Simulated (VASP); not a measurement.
Here is a VASP 6.6.1 calculation.

File INCAR:

```
PREC = Accurate ; ENCUT = 500
EDIFF = 1E-6 ; ISMEAR = -1
SIGMA = 0.05 ; LREAL = F
LASPH = T ; NELM = 120
ALGO = Normal ; ISIF = 2
LWAVE = F ; LCHARG = T
GGA = PE ; LELF = T
LVHAR = T ; NBANDS = 10
GGA_COMPAT = F
```

KPOINTS

```
regular mesh
0
Gamma
  12 12 12
```

Contents of POSCAR:

```
Ir
1.0
    0.0000000000      1.9023771064      1.9023771064
    1.9023771064      0.0000000000      1.9023771064
    1.9023771064      1.9023771064      0.0000000000
Ir
1
Direct
    0.0000000000      0.0000000000      0.0000000000
```

Potentials or basis: VASP PAW PBE potentials, release 64 (Ir).

Launch:

```console
$ cat potpaw_PBE.64/Ir/POTCAR > POTCAR
$ mpirun -np 1 vasp_std > vasp.out
```

Question: What does it give for the pressure?

Answer: 20.7 GPa.
